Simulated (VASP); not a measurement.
A run of VASP 6.6.1 is set up as follows.

The input INCAR:

```
SYSTEM = Ga2As5
ALGO = Normal
EDIFF = 1E-7
EDIFFG = -0.08
ENCUT = 600
GGA = PE
IBRION = 2
ISIF = 3
ISMEAR = 0
LASPH = .True.
LCHARG = .False.
LREAL = .False.
LWAVE = .False.
NELM = 60
NSW = 36
PREC = Accurate
SIGMA = 0.2
```

KPOINTS

```
k-points
0
Gamma
  5 5 1
  0 0 0
```

Contents of POSCAR:

```
Ga2As5
1.0
    3.9000000000      0.0000000000      0.0000000000
   -1.9500000000      3.3774990700      0.0000000000
    0.0000000000      0.0000000000     23.3000000000
Ga As
4 10
Direct
    0.3333333300      0.6666666700      0.1288000000
    0.6666666700      0.3333333300      0.8712000000
    0.3333333300      0.6666666700      0.3004000000
    0.6666666700      0.3333333300      0.6996000000
    0.0000000000      0.0000000000      0.1695000000
    0.3333333300      0.6666666700      0.0236000000
    0.0000000000      0.0000000000      0.8305000000
    0.6666666700      0.3333333300      0.9764000000
    0.6666666700      0.3333333300      0.2597000000
    0.3333333300      0.6666666700      0.4056000000
    0.6666666700      0.3333333300      0.4549000000
    0.3333333300      0.6666666700      0.7403000000
    0.6666666700      0.3333333300      0.5944000000
    0.3333333300      0.6666666700      0.5451000000
```

Potentials or basis: VASP PAW PBE potentials, release 64 (Ga_d, As).

The run is started by

```console
$ cat potpaw_PBE.64/Ga_d/POTCAR potpaw_PBE.64/As/POTCAR > POTCAR
$ mpirun -np 1 vasp_std > vasp.out
```

Question: Estimate the band gap on the k mesh.

Answer: Zero (bands 51 and 52 overlap by 0.01 eV).

Question: Predict the relaxed cell.

Answer: a = 3.959 Å, b = 3.959 Å, c = 25.799 Å, α = 90.00°, β = 90.00°, γ = 120.00°.

Question: What does it give for the space group after relaxing (to 0.1 Å)?

Answer: P-3m1 (No. 164).

Step by step:
| step | energy change (eV) | largest force (eV/Å) | pressure (GPa) | volume (Å³) |
| --- | --- | --- | --- | --- |
| 1 | 0.0000 | 0.4990 | 5.42 | 306.91 |
| 2 | -0.5304 | 0.4992 | -1.14 | 341.02 |
| 3 | -0.5388 | 0.4604 | -0.51 | 336.78 |
| 4 | -0.6279 | 0.3277 | -0.02 | 336.36 |
| 5 | -0.6572 | 0.4055 | 0.54 | 335.92 |
| 6 | -0.7129 | 0.2576 | 0.01 | 340.29 |
| 7 | -0.7464 | 0.2322 | -0.71 | 346.85 |
| 8 | -0.7756 | 0.2035 | 0.26 | 342.86 |
| 9 | -0.7756 | 0.2047 | 0.27 | 342.81 |
| 10 | -0.7897 | 0.1790 | 0.12 | 344.10 |
| 11 | -0.7948 | 0.1524 | -0.02 | 345.45 |
| 12 | -0.8072 | 0.1272 | 0.08 | 346.17 |
| 13 | -0.8126 | 0.1667 | 0.20 | 347.00 |
| 14 | -0.8219 | 0.1042 | -0.12 | 349.36 |
| 15 | -0.8247 | 0.1340 | -0.42 | 351.73 |
| 16 | -0.8316 | 0.1210 | -0.28 | 351.27 |
| 17 | -0.8363 | 0.0984 | -0.06 | 350.57 |
| 18 | -0.8364 | 0.0940 | -0.02 | 350.45 |
| 19 | -0.8382 | 0.0698 | 0.03 | 350.26 |

Caveat: the k points lie up to 0.37 Å⁻¹ apart in the final cell; semilocal functionals underestimate gaps, so a narrow gap can read as zero; this functional lacks dispersion, which binds the layers, so the pressure and a relaxed spacing across them are unreliable; the relaxation stopped at a loose force limit of 0.08 eV/Å, so its end isn't a converged minimum.
